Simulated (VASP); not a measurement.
Crystal: As.

```
CELL_PARAMETERS angstrom
2.71824 -2.82255 0.00000
2.71824 2.82255 0.00000
-0.98569 0.00000 6.16633
ATOMIC_POSITIONS crystal
As 0.15843 0.45266 0.37806
As 0.54734 0.84157 0.12194
As 0.84157 0.54734 0.62194
As 0.45266 0.15843 0.87806
As 0.00000 0.50000 0.00000
As 0.50000 0.00000 0.50000
```

The cell was generated, and may not be a known phase.

* Program: VASP 6.6.1
* Task: relaxation of cell and atoms
* Functional: PBE
* Potentials or basis: VASP PAW PBE potentials, release 64 (As)
* Cutoff: 600 eV
* k mesh: 4 × 4 × 4
* Occupations: gaussian, width 0.1 eV
* Spin: no spin polarisation

At the start: pressure 57.6 GPa; volume 15.77 Å³/atom.

How do energy, volume and symmetry change on relaxing?

Over 20 steps the energy falls by 1037.3 meV/atom and the volume is 23.06 Å³/atom (+46.2 %); space group C2/c (No. 15, to 0.1 Å) before and after.

The path:
| step | energy change (eV) | largest force (eV/Å) | pressure (GPa) | volume (Å³) |
| --- | --- | --- | --- | --- |
| 1 | 0.0000 | 3.7627 | 57.64 | 94.62 |
| 2 | -2.4745 | 0.6860 | -10.82 | 194.44 |
| 3 | -5.6602 | 0.8149 | 0.02 | 135.30 |
| 4 | -5.6656 | 0.8097 | 0.53 | 134.31 |
| 5 | -5.6676 | 0.8043 | 1.02 | 133.39 |
| 6 | -5.8207 | 0.7763 | -0.16 | 136.38 |
| 7 | -5.9818 | 0.4625 | -1.84 | 142.60 |
| 8 | -6.0740 | 0.4515 | -0.15 | 140.07 |
| 9 | -6.0815 | 0.6054 | 0.55 | 139.15 |
| 10 | -6.1771 | 0.4466 | 0.55 | 138.67 |
| 11 | -6.1886 | 0.4187 | 0.58 | 138.43 |
| 12 | -6.1891 | 0.4157 | 0.59 | 138.37 |
| 13 | -6.2123 | 0.1275 | -0.48 | 139.90 |
| 14 | -6.2127 | 0.0974 | -0.64 | 140.15 |
| 15 | -6.2183 | 0.0663 | -0.07 | 138.73 |
| 16 | -6.2185 | 0.0621 | 0.06 | 138.42 |
| 17 | -6.2201 | 0.0561 | 0.07 | 138.31 |
| 18 | -6.2215 | 0.0700 | 0.08 | 138.06 |
| 19 | -6.2227 | 0.0550 | 0.01 | 138.15 |
| 20 | -6.2237 | 0.0296 | -0.16 | 138.36 |

Final structure:
```cif
data_structure
_symmetry_space_group_name_H-M 'P 1'
_symmetry_Int_Tables_number 1
_cell_length_a 4.5829
_cell_length_b 4.5829
_cell_length_c 6.9883
_cell_angle_alpha 102.585
_cell_angle_beta 102.585
_cell_angle_gamma 95.134
_cell_volume 138.36
loop_
_atom_site_label
_atom_site_type_symbol
_atom_site_fract_x
_atom_site_fract_y
_atom_site_fract_z
_atom_site_occupancy
As1 As 0.16887 0.43573 0.38737 1
As2 As 0.56427 0.83113 0.11263 1
As3 As 0.83113 0.56427 0.61263 1
As4 As 0.43573 0.16887 0.88737 1
As5 As 0.00000 0.50000 0.00000 1
As6 As 0.50000 0.00000 0.50000 1
```

Caveat: the k points lie up to 0.35 Å⁻¹ apart in the final cell, too coarse for converged energies and pressures of a metal; the volume moved by over 15 % at a fixed basis, so the end points are rough.
